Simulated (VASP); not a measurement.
# CuO (P1) in VASP: relaxation of cell and atoms with PBE

Aim: the relaxation of cell and atoms of CuO with PBE.

Everything below comes from runs of VASP 6.6.1. Logs are shortened: lines on timing, memory, paths and dates and some standing lists are left out, and cuts for length are marked.

## Step 1: The cell of the first run

The typed cell holds 8 atoms: a = 3.013 Å, b = 5.224 Å, c = 5.838 Å, α = 90.23°, β = 89.10°, γ = 90.94°.

## Step 2: Relaxation of cell and atoms, PBE

INCAR

```
ALGO = Normal ; EDIFF = 1E-6
EDIFFG = -0.025 ; ENCUT = 600
GGA = PE ; IBRION = 2
ISIF = 3 ; ISMEAR = 0
LASPH = True ; LCHARG = False
LREAL = False ; LWAVE = False
NELM = 100 ; NSW = 80
PREC = Accurate ; SIGMA = 0.2
```

KPOINTS

```
k-points
0
Gamma
  8 4 4
```

POSCAR

```
CuO
1.0
    2.1469125523      2.1138334617     -0.0245979994
   -0.0376530339     -0.0231233223      5.2242815499
    4.1610509093     -4.0952664876     -0.0116958132
Cu O
4 4
Direct
    0.5198604797      0.4626667295      0.4568471269
    0.4596873425      0.4896443723     -0.0383176715
    0.0108665478      0.0482787278      0.2585549926
    1.0730908893      0.0124071747      0.7416033796
    0.4594496924      0.7702614751      0.2759470564
    0.4803407607      0.7343470077      0.7720635655
    0.5006816372      0.2335273348      0.2254536707
    0.4960226504      0.2488671780      0.8078478799
```

Potentials or basis: VASP PAW PBE potentials, release 64 (Cu, O).

Launch:

```console
$ cat potpaw_PBE.64/Cu/POTCAR potpaw_PBE.64/O/POTCAR > POTCAR
$ mpirun -np 1 vasp_std > vasp.out
```

OUTCAR:

```text
EDIFF = 1E-6
   EDIFFG = -0.025
   ENCUT = 600
   GGA = PE
   IBRION = 2
   ISIF = 3
   ISMEAR = 0
   LASPH = True
   LREAL = False
   NELM = 100
   NSW = 80
   PREC = Accurate

 ion  position               nearest neighbor table
   1  0.520  0.463  0.457-   7 1.80   5 1.94   6 2.32   8 2.34
   2  0.460  0.490  0.962-   8 1.55   6 1.69   7 2.05   5 2.34
   3  0.011  0.048  0.259-   7 1.76   7 1.84   5 2.00   5 2.19
   4  0.073  0.012  0.742-   8 1.81   6 1.93   8 2.18   6 2.29
   5  0.459  0.770  0.276-   1 1.94   3 2.00   3 2.19   2 2.34
   6  0.480  0.734  0.772-   2 1.69   4 1.93   4 2.29   1 2.32
   7  0.501  0.234  0.225-   3 1.76   1 1.80   3 1.84   2 2.05
   8  0.496  0.249  0.808-   2 1.55   4 1.81   4 2.18   1 2.34

  LATTYP: Found a triclinic cell.
 ALAT       =     5.8382950479
 B/A-ratio  =     1.3392371246
 C/A-ratio  =     0.5160742274
 COS(alpha) =     0.0007965508
 COS(beta)  =     0.0157462788
 COS(gamma) =     0.7439974716

  Lattice vectors:

 A1 = (  -4.1610509093,   4.0952664876,   0.0116958132)
 A2 = (  -4.1233978754,   4.1183898099,  -5.2125857367)
 A3 = (  -2.1469125523,  -2.1138334617,   0.0245979994)

Analysis of symmetry for initial positions (statically):
=====================================================================
 Subroutine PRICEL returns:
 Original cell was already a primitive cell.

 Routine SETGRP: Setting up the symmetry group for a
 triclinic supercell.

 Subroutine GETGRP returns: Found  1 space group operations
 (whereof  1 operations were pure point group operations)
 out of a pool of  2 trial point group operations.

The static configuration has the point symmetry C_1 .

Analysis of symmetry for dynamics (positions and initial velocities):
=====================================================================
 Subroutine PRICEL returns:
 Original cell was already a primitive cell.

 Routine SETGRP: Setting up the symmetry group for a
 triclinic supercell.

 Subroutine GETGRP returns: Found  1 space group operations
 (whereof  1 operations were pure point group operations)
 out of a pool of  2 trial point group operations.

The dynamic configuration has the point symmetry C_1 .

 Subroutine INISYM returns: Found  1 space group operations
 (whereof  1 operations are pure point group operations),
 and found     1 'primitive' translations

----------------------------------------------------------------------------------------

                                     Primitive cell

  volume of cell :      91.8779

  direct lattice vectors                    reciprocal lattice vectors
     2.146912552  2.113833462 -0.024597999     0.232864488  0.236597329  0.002725537
    -0.037653034 -0.023123322  5.224281550     0.001365490  0.000840721  0.191427442
     4.161050909 -4.095266488 -0.011695813     0.120188802 -0.122065827  0.000325960

  length of vectors
     3.012993606  5.224468409  5.838295048     0.331981316  0.191434159  0.171305343

  position of ions in fractional coordinates (direct lattice)
     0.519860480  0.462666730  0.456847127
     0.459687342  0.489644372  0.961682328
     0.010866548  0.048278728  0.258554993
     0.073090889  0.012407175  0.741603380
     0.459449692  0.770261475  0.275947056
     0.480340761  0.734347008  0.772063565
     0.500681637  0.233527335  0.225453671
     0.496022650  0.248867178  0.807847880

  ion indices of the primitive-cell ions
   primitive index   ion index
                 1           1
                 2           2
                 3           3
                 4           4
                 5           5
                 6           6
                 7           7
                 8           8

----------------------------------------------------------------------------------------

 KPOINTS: k-points

Automatic generation of k-mesh.
 Grid dimensions read from file:
 generate k-points for:    8    4    4

 Generating k-lattice:

  Cartesian coordinates                     Fractional coordinates (reciprocal lattice)
     0.029108061  0.029574666  0.000340692     0.125000000 -0.000000000  0.000000000
     0.000341373  0.000210180  0.047856861     0.000000000  0.250000000 -0.000000000
     0.030047200 -0.030516457  0.000081490    -0.000000000  0.000000000  0.250000000

  Length of vectors
     0.041497665  0.047858540  0.042826336

  Shift w.r.t. Gamma in fractional coordinates (k-lattice)
     0.000000000  0.000000000  0.000000000

 Subroutine IBZKPT returns following result:
 ===========================================

 Found     68 irreducible k-points:

 Following reciprocal coordinates:
            Coordinates               Weight
  0.000000  0.000000  0.000000      1.000000
  0.125000  0.000000 -0.000000      2.000000
  0.250000  0.000000 -0.000000      2.000000
  0.375000  0.000000 -0.000000      2.000000
  0.500000  0.000000 -0.000000      1.000000
 -0.000000  0.250000 -0.000000      2.000000
[... 16 lines left out ...]
  0.500000  0.000000  0.250000      2.000000
 -0.375000  0.000000  0.250000      2.000000
 [... further k-points ...]
   k-points           NKPTS =     68   k-points in BZ     NKDIM =     68   number of bands    NBANDS=     40
   number of dos      NEDOS =    301   number of ions     NIONS =      8
   total plane-waves  NPLWV =  48384
   dimension x,y,z NGX =    24 NGY =   42 NGZ =   48
   dimension x,y,z NGXF=    48 NGYF=   84 NGZF=   96
   ions per type =               4   4
   NGX,Y,Z   is equivalent  to a cutoff of  13.24, 13.36, 13.67 a.u.
   NGXF,Y,Z  is equivalent  to a cutoff of  26.48, 26.73, 27.34 a.u.
 SYSTEM =  unknown system
   PREC   = accura    normal or accurate (medium, high low for compatibility)
   ISTART =      0    job   : 0-new  1-cont  2-samecut
   ICHARG =      2    charge: 1-file 2-atom 10-const
   ISPIN  =      1    spin polarized calculation?
   LNONCOLLINEAR =      F non collinear calculations
   LSORBIT =      F    spin-orbit coupling
   LASPH  =      T    aspherical Exc in radial PAW
   ENCUT  =  600.0 eV  44.10 Ry    6.64 a.u.   6.02 10.43 11.66*2*pi/ulx,y,z
   NELM   =    100;   NELMIN=  2; NELMDL= -5     # of ELM steps
   EDIFF  = 0.1E-05   stopping-criterion for ELM
   LREAL  =      F    real-space projection
   EDIFFG = -.3E-01   stopping-criterion for IOM
   NSW    =     80    number of steps for IOM
   IBRION =      2    ionic relax: 0-MD 1-quasi-New 2-CG
   NFREE  =      1    steps in history (QN), initial steepest desc. (CG)
   ISIF   =      3    stress and relaxation
   ISYM   =      2    0-nonsym 1-usesym 2-fastsym
   POTIM  = 0.5000    time-step for ionic-motion
   TEBEG  =    0.0;   TEEND  =   0.0 temperature during run
   PSTRESS=    0.0 pullay stress
   NELECT =      68.0000    total number of electrons
   NUPDOWN=      -1.0000    fix difference up-down
   EMIN   =  10.00;   EMAX   =-10.00  energy-range for DOS
   EFERMI =   0.00;   METHOD = LEGACY
   ISMEAR =     0;   SIGMA  =   0.20  broadening in eV -4-tet -1-fermi 0-gaus
   EFERMI_NEDOS =   21; number of points for ismear=-14 and -15
   IALGO  =     38    algorithm
   IMIX   =      4    mixing-type and parameters
     AMIX     =   0.40;   BMIX     =  1.00
     AMIX_MAG =   1.60;   BMIX_MAG =  1.00
  volume/ion in A,a.u.               =      11.48        77.50
  Fermi-wavevector in a.u.,A,eV,Ry     =   1.480838  2.798378 29.835950  2.192880
  Thomas-Fermi vector in A             =   2.594822
   LORBIT       =      0    0 simple, 1 ext, 2 COOP (PROOUT), +10 PAW based schemes
   GGA     = PE    functional components
   LHFCALC =     F    Hartree Fock is set to
   AEXX    =    0.0000 exact exchange contribution
   IVDW    =     0    specifies the selected vdW correction
   LEPSILON=     F    determine dielectric tensor
   LRPA    =     F    only Hartree local field effects (RPA)
 conjugate gradient relaxation of ions
 non-spin polarized calculation
 Gauss-broadening in eV      SIGMA  =   0.20
  energy-cutoff  :      600.00
  volume of cell :       91.88
 maximum number of plane-waves:      3104
   NGX = 13   NGY = 21   NGZ = 23

--------------------------------------- Ionic step        1  -------------------------------------------

 number of electron      68.0000023 magnetization

 Free energy of the ion-electron system (eV)
  ---------------------------------------------------
  ext. energy  EPLUGINS =         0.00000000
  ---------------------------------------------------
  free energy    TOTEN  =       -35.64065753 eV

  energy without entropy =      -35.54722447  energy(sigma->0) =      -35.59394100

------------------------ aborting loop because EDIFF is reached ----------------------------------------

  FORCE on cell =-STRESS in cart. coord.  units (eV):
  Direction    XX          YY          ZZ          XY          YZ          ZX
  --------------------------------------------------------------------------------------
  -------------------------------------------------------------------------------------
  Total        6.0779224      6.4407032     12.3024256     -3.4595535     -2.4042200      3.8654116
  in kB      105.9875293    112.3137438    214.5311508    -60.3281026    -41.9250731     67.4055032
  external PRESSURE =     144.2774746 kB  Pullay stress =       0.0000000 kB
[... 71 lines left out ...]
--------------------------------------- Ionic step        3  -------------------------------------------

 number of electron      68.0000021 magnetization

 E-fermi :   3.5165     XC(G=0): -10.7405

 val. band max:        3.4999955348   @ k =  -0.1250   0.5000   0.2500
 cond. band min:       3.5166194460   @ k =   0.1250   0.0000   0.5000
 fundamental gap:      0.0166239111
 Fermi energy:         3.5164727309

 k-point     1 :       0.0000    0.0000    0.0000
  band No.  band energies     occupation
      1     -15.5640      2.00000
      2     -14.8477      2.00000
      3     -14.2368      2.00000
      4     -13.9765      2.00000
      5      -3.6063      2.00000
      6      -2.6734      2.00000
[... 1058 lines left out ...]
  FREE ENERGIE OF THE ION-ELECTRON SYSTEM (eV)
  ---------------------------------------------------
  free  energy   TOTEN  =       -38.0866844681 eV

  energy  without entropy=      -37.9945339926  energy(sigma->0) =      -38.04060923

[... ionic steps 4 to 25 ...]

--------------------------------------- Ionic step       26  -------------------------------------------

 number of electron      68.0000027 magnetization

------------------------ aborting loop because EDIFF is reached ----------------------------------------
[... 79 lines left out ...]
--------------------------------------- Ionic step       28  -------------------------------------------

 number of electron      68.0000020 magnetization

 Free energy of the ion-electron system (eV)
  ---------------------------------------------------
  ext. energy  EPLUGINS =         0.00000000
  ---------------------------------------------------
  free energy    TOTEN  =       -39.53152403 eV

  energy without entropy =      -39.45778999  energy(sigma->0) =      -39.49465701

 E-fermi :   4.7497     XC(G=0): -11.2453

 val. band max:        4.7461640054   @ k =   0.1250   0.2500   0.2500
 cond. band min:       4.7760868589   @ k =   0.2500   0.5000   0.2500
 fundamental gap:      0.0299228534
 Fermi energy:         4.7497443602

 k-point     1 :       0.0000    0.0000    0.0000
  band No.  band energies     occupation
      1     -14.9517      2.00000
      2     -14.3790      2.00000
      3     -13.6739      2.00000
      4     -13.5099      2.00000
      5      -3.2422      2.00000
      6      -2.2346      2.00000
[... 1058 lines left out ...]
  FREE ENERGIE OF THE ION-ELECTRON SYSTEM (eV)
  ---------------------------------------------------
  free  energy   TOTEN  =       -39.5315240273 eV

  energy  without entropy=      -39.4577899850  energy(sigma->0) =      -39.49465701

 reached required accuracy - stopping structural energy minimisation
```

Wall time 86 min (1 thread of Intel Xeon Platinum 8259CL at 2.50GHz (Skylake/Cascade Lake), shared host); peak memory 0.38 GiB.

Results:

```
Free energy                           : -39.5315 eV
Relaxed volume                        : 11.22 Å³/atom
Relaxed cell                          : a = 2.947 Å, b = 5.165 Å, c = 5.899 Å, α = 90.04°, β = 90.01°, γ = 90.02°
Space group after relaxing (to 0.1 Å) : P4_2/mmc (No. 131)
Energy gained by relaxing             : 486.4 meV/atom
Ionic steps                           : 28
Pressure after relaxing               : 0.0 GPa
Largest force after relaxing          : 0.019 eV/Å
Band gap on the k mesh                : zero (bands 34 and 35 overlap by 0.92 eV)
```

Forces in eV/Å, atoms in the order of the input:
```
Cu  -0.018  0.003  0.001
Cu  -0.007  0.002 -0.010
Cu   0.011  0.001 -0.003
Cu   0.000 -0.006  0.003
O    0.005  0.017  0.002
O    0.003 -0.008  0.005
O    0.005 -0.004  0.009
O    0.001 -0.004 -0.006
```

Step by step:
```
step  energy change (eV)  largest force (eV/Å)  pressure (GPa)  volume (Å³)
   1              0.0000               10.7410           14.43        91.88
   2             -1.8370                2.4889          -12.23       106.17
   3             -2.4460                2.6487           -7.60        98.55
   4             -3.3638                1.6288           -2.89        92.51
   5             -3.4500                1.4448            1.00        90.08
   6             -3.7230                0.8615            1.45        89.06
   7             -3.7238                0.8843            1.58        89.00
   8             -3.8196                0.4357           -0.82        90.26
   9             -3.8276                0.3989           -1.59        90.73
  10             -3.8555                0.2508            0.57        89.56
  11             -3.8579                0.2549            1.16        89.17
  12             -3.8785                0.1537            0.28        89.64
  13             -3.8810                0.1489           -0.09        89.86
  14             -3.8861                0.0719           -0.22        89.90
  15             -3.8865                0.0923           -0.21        89.91
  16             -3.8877                0.0488            0.13        89.67
  17             -3.8877                0.0503            0.28        89.61
  18             -3.8885                0.0559            0.06        89.80
  19             -3.8885                0.0667           -0.07        89.88
  20             -3.8892                0.0457           -0.14        89.91
  21             -3.8893                0.0505           -0.19        89.94
  22             -3.8898                0.0321            0.24        89.71
  23             -3.8898                0.0306            0.13        89.73
  24             -3.8902                0.0293            0.08        89.81
  25             -3.8903                0.0456           -0.05        89.85
  26             -3.8905                0.0272           -0.05        89.85
  27             -3.8907                0.0314           -0.08        89.87
  28             -3.8909                0.0186            0.02        89.78
```

Final structure:
```
CELL_PARAMETERS angstrom
2.08379 2.08374 -0.00127
0.00005 0.00027 5.16491
4.16986 -4.17207 -0.00402
ATOMIC_POSITIONS crystal
Cu 0.50072 0.49978 0.50015
Cu 0.50011 0.50031 0.00013
Cu 0.99518 0.99996 0.24981
Cu 0.00450 0.00003 0.74982
O 0.49463 0.74989 0.25049
O 0.50438 0.74997 0.74998
O 0.49577 0.24989 0.24965
O 0.50471 0.25017 0.74997
```

Caveat: semilocal functionals often make such compounds metallic where correlation or magnetic order opens a gap, which also shifts bond lengths.
